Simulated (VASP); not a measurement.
# GaP2 (P1) in VASP: single point with PBE

Aim: the single point of GaP2 with PBE.

Program: VASP 6.6.1. These are calculated values, not measurements. Logs are shortened: lines on timing, memory, paths and dates and some standing lists are left out, and cuts for length are marked.

## Step 1: The cell of the first run

The typed cell holds 12 atoms: a = 4.615 Å, b = 5.718 Å, c = 10.458 Å, α = 90.21°, β = 89.82°, γ = 114.27°.

## Step 2: Single point, PBE

INCAR

```
  ALGO = Normal
  EDIFF = 1E-6
  ENCUT = 520
  GGA = PE
  ISIF = 2
  ISMEAR = 0
  LASPH = T
  LCHARG = F
  LREAL = F
  LWAVE = F
  NBANDS = 58
  NELM = 80
  PREC = Accurate
  SIGMA = 0.2
```

KPOINTS

```
k-points
0
Gamma
  6 6 2
```

POSCAR

```
GaP2
1.0
   -0.0083763109      0.0186664419      4.6145597549
    3.6850174892     -3.6996928045     -2.3288081313
    7.3857727580      7.4045263346      0.0164579104
Ga P
4 8
Direct
   -0.0035099552      0.4987384556      0.2514024217
    0.5035562343      0.5004922078      0.7516385037
    0.5026198584      1.0055137960      0.4994923649
   -0.0018239402     -0.0032721515     -0.0005213298
    0.2157490277      0.1836694251      0.3414536265
    0.7216112750      0.1846545278      0.8422826132
    0.7776018091      0.8158002351      0.3416702028
    0.2838338428      0.8166116832      0.8412137508
    0.5296462668      0.8141378794      0.1578291953
    0.0363179697      0.8173932206      0.6575605335
    0.4639215610      0.1815853111      0.1576492412
    0.9704760506      0.1846754096      0.6583288761
```

Potentials or basis: VASP PAW PBE potentials, release 64 (Ga_d, P).

Launch:

```bash
> cat potpaw_PBE.64/Ga_d/POTCAR potpaw_PBE.64/P/POTCAR > POTCAR
> mpirun -np 1 vasp_std > vasp.out
```

OUTCAR:

```text
EDIFF = 1E-6
   ENCUT = 520
   GGA = PE
   ISIF = 2
   ISMEAR = 0
   LASPH = T
   LREAL = F
   NELM = 80
   PREC = Accurate

 ion  position               nearest neighbor table
   1  0.996  0.499  0.251-   9 2.57  11 2.57   5 2.58   7 2.59
   2  0.504  0.500  0.752-  12 2.57  10 2.57   8 2.58   6 2.59
   3  0.503  0.006  0.499-  10 2.57   7 2.57   5 2.58  12 2.58
   4  0.998  0.997  0.999-  11 2.57   8 2.57   6 2.58   9 2.58
   5  0.216  0.184  0.341-  11 2.24   7 2.24   3 2.58   1 2.58
   6  0.722  0.185  0.842-  12 2.24   8 2.24   4 2.58   2 2.59
   7  0.778  0.816  0.342-   9 2.24   5 2.24   3 2.57   1 2.59
   8  0.284  0.817  0.841-  10 2.24   6 2.24   4 2.57   2 2.58
   9  0.530  0.814  0.158-   7 2.24  11 2.24   1 2.57   4 2.58
  10  0.036  0.817  0.658-   8 2.24  12 2.24   3 2.57   2 2.57
  11  0.464  0.182  0.158-   5 2.24   9 2.24   4 2.57   1 2.57
  12  0.970  0.185  0.658-   6 2.24  10 2.24   2 2.57   3 2.58

  LATTYP: Found a triclinic cell.
 ALAT       =     5.7175543772
 B/A-ratio  =     0.9938920697
 C/A-ratio  =     1.8291635638
 COS(alpha) =     0.0010735439
 COS(beta)  =     0.0036139178
 COS(gamma) =     0.6723166434

  Lattice vectors:

 A1 = (   3.6850174892,  -3.6996928045,  -2.3288081313)
 A2 = (   3.6766411783,  -3.6810263626,   2.2857516236)
 A3 = (  -7.3857727580,  -7.4045263346,  -0.0164579104)

Analysis of symmetry for initial positions (statically):
=====================================================================
 Subroutine PRICEL returns:
 Original cell was already a primitive cell.

 Routine SETGRP: Setting up the symmetry group for a
 triclinic supercell.

 Subroutine GETGRP returns: Found  1 space group operations
 (whereof  1 operations were pure point group operations)
 out of a pool of  2 trial point group operations.

The static configuration has the point symmetry C_1 .

Analysis of symmetry for dynamics (positions and initial velocities):
=====================================================================
 Subroutine PRICEL returns:
 Original cell was already a primitive cell.

 Routine SETGRP: Setting up the symmetry group for a
 triclinic supercell.

 Subroutine GETGRP returns: Found  1 space group operations
 (whereof  1 operations were pure point group operations)
 out of a pool of  2 trial point group operations.

The dynamic configuration has the point symmetry C_1 .

 Subroutine INISYM returns: Found  1 space group operations
 (whereof  1 operations are pure point group operations),
 and found     1 'primitive' translations

----------------------------------------------------------------------------------------

                                     Primitive cell

  volume of cell :     251.5391

  direct lattice vectors                    reciprocal lattice vectors
    -0.008376311  0.018666442  4.614559755     0.068310770 -0.068620318  0.217106971
     3.685017489 -3.699692805 -2.328808131     0.135837003 -0.135494732  0.000794662
     7.385772758  7.404526335  0.016457910     0.067699140  0.067525185 -0.000150260

  length of vectors
     4.614605111  5.717554377 10.458342141     0.237719469  0.191862308  0.095618234

  position of ions in fractional coordinates (direct lattice)
     0.996490045  0.498738456  0.251402422
     0.503556234  0.500492208  0.751638504
     0.502619858  0.005513796  0.499492365
     0.998176060  0.996727849  0.999478670
     0.215749028  0.183669425  0.341453626
     0.721611275  0.184654528  0.842282613
     0.777601809  0.815800235  0.341670203
     0.283833843  0.816611683  0.841213751
     0.529646267  0.814137879  0.157829195
     0.036317970  0.817393221  0.657560534
     0.463921561  0.181585311  0.157649241
     0.970476051  0.184675410  0.658328876

  ion indices of the primitive-cell ions
   primitive index   ion index
                 1           1
                 2           2
                 3           3
                 4           4
                 5           5
                 6           6
                 7           7
                 8           8
                 9           9
                10          10
                11          11
                12          12

----------------------------------------------------------------------------------------

 KPOINTS: k-points

Automatic generation of k-mesh.
 Grid dimensions read from file:
 generate k-points for:    6    6    2

 Generating k-lattice:

  Cartesian coordinates                     Fractional coordinates (reciprocal lattice)
     0.011385128 -0.011436720  0.036184495     0.166666667  0.000000000  0.000000000
     0.022639500 -0.022582455  0.000132444    -0.000000000  0.166666667 -0.000000000
     0.033849570  0.033762593 -0.000075130    -0.000000000  0.000000000  0.500000000

  Length of vectors
     0.039619912  0.031977051  0.047809117

  Shift w.r.t. Gamma in fractional coordinates (k-lattice)
     0.000000000  0.000000000  0.000000000

 Subroutine IBZKPT returns following result:
 ===========================================

 Found     40 irreducible k-points:

 Following reciprocal coordinates:
            Coordinates               Weight
  0.000000  0.000000  0.000000      1.000000
  0.166667 -0.000000 -0.000000      2.000000
  0.333333  0.000000 -0.000000      2.000000
  0.500000  0.000000 -0.000000      1.000000
  0.000000  0.166667 -0.000000      2.000000
  0.166667  0.166667 -0.000000      2.000000
[... 16 lines left out ...]
  0.333333 -0.000000  0.500000      2.000000
  0.500000  0.000000  0.500000      1.000000
 [... further k-points ...]
   k-points           NKPTS =     40   k-points in BZ     NKDIM =     40   number of bands    NBANDS=     58
   number of dos      NEDOS =    301   number of ions     NIONS =     12
   total plane-waves  NPLWV = 138240
   dimension x,y,z NGX =    36 NGY =   48 NGZ =   80
   dimension x,y,z NGXF=    72 NGYF=   96 NGZF=  160
   ions per type =               4   8
   NGX,Y,Z   is equivalent  to a cutoff of  12.97, 13.96, 12.72 a.u.
   NGXF,Y,Z  is equivalent  to a cutoff of  25.94, 27.91, 25.43 a.u.
 SYSTEM =  unknown system
   PREC   = accura    normal or accurate (medium, high low for compatibility)
   ISTART =      0    job   : 0-new  1-cont  2-samecut
   ICHARG =      2    charge: 1-file 2-atom 10-const
   ISPIN  =      1    spin polarized calculation?
   LNONCOLLINEAR =      F non collinear calculations
   LSORBIT =      F    spin-orbit coupling
   LASPH  =      T    aspherical Exc in radial PAW
   ENCUT  =  520.0 eV  38.22 Ry    6.18 a.u.   8.58 10.63 19.45*2*pi/ulx,y,z
   NELM   =     80;   NELMIN=  2; NELMDL= -5     # of ELM steps
   EDIFF  = 0.1E-05   stopping-criterion for ELM
   LREAL  =      F    real-space projection
   EDIFFG = 0.1E-04   stopping-criterion for IOM
   NSW    =      0    number of steps for IOM
   IBRION =     -1    ionic relax: 0-MD 1-quasi-New 2-CG
   NFREE  =      0    steps in history (QN), initial steepest desc. (CG)
   ISIF   =      2    stress and relaxation
   ISYM   =      2    0-nonsym 1-usesym 2-fastsym
   POTIM  = 0.5000    time-step for ionic-motion
   TEBEG  =    0.0;   TEEND  =   0.0 temperature during run
   PSTRESS=    0.0 pullay stress
   NELECT =      92.0000    total number of electrons
   NUPDOWN=      -1.0000    fix difference up-down
   EMIN   =  10.00;   EMAX   =-10.00  energy-range for DOS
   EFERMI =   0.00;   METHOD = LEGACY
   ISMEAR =     0;   SIGMA  =   0.20  broadening in eV -4-tet -1-fermi 0-gaus
   EFERMI_NEDOS =   21; number of points for ismear=-14 and -15
   IALGO  =     38    algorithm
   IMIX   =      4    mixing-type and parameters
     AMIX     =   0.40;   BMIX     =  1.00
     AMIX_MAG =   1.60;   BMIX_MAG =  1.00
  volume/ion in A,a.u.               =      20.96       141.46
  Fermi-wavevector in a.u.,A,eV,Ry     =   1.170763  2.212421 18.649309  1.370686
  Thomas-Fermi vector in A             =   2.307217
   LORBIT       =      0    0 simple, 1 ext, 2 COOP (PROOUT), +10 PAW based schemes
   GGA     = PE    functional components
   LHFCALC =     F    Hartree Fock is set to
   AEXX    =    0.0000 exact exchange contribution
   IVDW    =     0    specifies the selected vdW correction
   LEPSILON=     F    determine dielectric tensor
   LRPA    =     F    only Hartree local field effects (RPA)
 non-spin polarized calculation
 Gauss-broadening in eV      SIGMA  =   0.20
  energy-cutoff  :      520.00
  volume of cell :      251.54
 maximum number of plane-waves:      6800
 NGX is ok and might be reduce to    36
   NGX = 17   NGY = 21   NGZ = 39

 number of electron      91.9999984 magnetization

 Free energy of the ion-electron system (eV)
  ---------------------------------------------------
  ext. energy  EPLUGINS =         0.00000000
  ---------------------------------------------------
  free energy    TOTEN  =       -54.88707214 eV

  energy without entropy =      -54.81838212  energy(sigma->0) =      -54.85272713

 E-fermi :   5.6119     XC(G=0):  -9.6275

 val. band max:        5.5987434360   @ k =   0.1667   0.1667  -0.0000
 cond. band min:       5.6364080501   @ k =   0.1667   0.5000   0.5000
 fundamental gap:      0.0376646141
 Fermi energy:         5.6118728068

 k-point     1 :       0.0000    0.0000    0.0000
  band No.  band energies     occupation
      1      -9.7619      2.00000
      2      -9.7104      2.00000
      3      -9.6712      2.00000
      4      -9.6569      2.00000
      5      -9.6534      2.00000
      6      -9.6508      2.00000
[... 50 lines left out ...]
     57       8.9836      0.00000
     58       9.0203      0.00000

 k-point     2 :       0.1667   -0.0000   -0.0000
  band No.  band energies     occupation
      1      -9.7305      2.00000
      2      -9.7097      2.00000
      3      -9.6824      2.00000
      4      -9.6781      2.00000
      5      -9.6512      2.00000
      6      -9.6498      2.00000
[... 1337 lines left out ...]
      2      -9.7331      2.00000
      3      -9.6829      2.00000
      4      -9.6823      2.00000
      5      -9.6551      2.00000
      6      -9.6541      2.00000
[... 50 lines left out ...]
     57       9.2056      0.00000
     58       9.2068      0.00000

 [... further k-points ...]

------------------------ aborting loop because EDIFF is reached ----------------------------------------

  FORCE on cell =-STRESS in cart. coord.  units (eV):
  Direction    XX          YY          ZZ          XY          YZ          ZX
  --------------------------------------------------------------------------------------
  -------------------------------------------------------------------------------------
  Total       -0.1852887     -0.1897051     -0.0511152      0.0382482     -0.0457211      0.0286199
  in kB       -1.1801953     -1.2083260     -0.3255780      0.2436219     -0.2912206      0.1822941
  external PRESSURE =      -0.9046997 kB  Pullay stress =       0.0000000 kB

 VOLUME and BASIS-vectors are now :
 -----------------------------------------------------------------------------
  energy-cutoff  :      520.00
  volume of cell :      251.54
      direct lattice vectors                 reciprocal lattice vectors
    -0.008376311  0.018666442  4.614559755     0.068310770 -0.068620318  0.217106971
     3.685017489 -3.699692805 -2.328808131     0.135837003 -0.135494732  0.000794662
     7.385772758  7.404526335  0.016457910     0.067699140  0.067525185 -0.000150260

 POSITION                                       TOTAL-FORCE (eV/Angst)
 -----------------------------------------------------------------------------------
      3.68631      0.03494      3.44103         0.000730      0.001735     -0.003171
      7.39154      3.72326      1.17051        -0.003145     -0.002487     -0.000447
      3.70525      3.68749      2.31475        -0.002358      0.000951      0.003830
     11.04652      3.73171      2.30140        -0.000606     -0.002688     -0.004413
      3.19692      1.85281      0.57348        -0.045284     -0.012962     -0.009831
      6.89532      5.56701      2.91376        -0.035545     -0.004416      0.001252
      5.52322     -0.47379      1.69407        -0.007341     -0.029990      0.007025
      9.21986      3.21288     -0.57812        -0.013090     -0.045694      0.001677
      4.16137     -1.83352      0.55071         0.051694      0.007765     -0.003116
      7.86840      1.84550     -1.72514         0.035556      0.011464      0.002487
      1.82962      0.50417      1.72051         0.007982      0.034765      0.000205
      5.53467      4.20949      4.05908         0.011408      0.041555      0.004502
 -----------------------------------------------------------------------------------
    total drift:                               -0.000053      0.000363      0.000354

  FREE ENERGIE OF THE ION-ELECTRON SYSTEM (eV)
  ---------------------------------------------------
  free  energy   TOTEN  =       -54.8870721357 eV

  energy  without entropy=      -54.8183821232  energy(sigma->0) =      -54.85272713
```

It took 9.2 min on 1 thread of Intel Xeon Platinum 8488C (Sapphire Rapids), shared host; peak memory 0.61 GiB.

Results:

| Quantity | Value |
| --- | --- |
| Free energy | -54.8871 eV |
| Pressure | -0.1 GPa |
| Largest force | 0.052 eV/Å |
| Band gap on the k mesh | zero (bands 46 and 47 overlap by 0.95 eV) |

Forces on the atoms (eV/Å):
```
Ga   0.001  0.002 -0.003
Ga  -0.003 -0.002  0.000
Ga  -0.002  0.001  0.004
Ga  -0.001 -0.003 -0.004
P   -0.045 -0.013 -0.010
P   -0.036 -0.004  0.001
P   -0.007 -0.030  0.007
P   -0.013 -0.046  0.002
P    0.052  0.008 -0.003
P    0.036  0.011  0.002
P    0.008  0.035  0.000
P    0.011  0.042  0.005
```
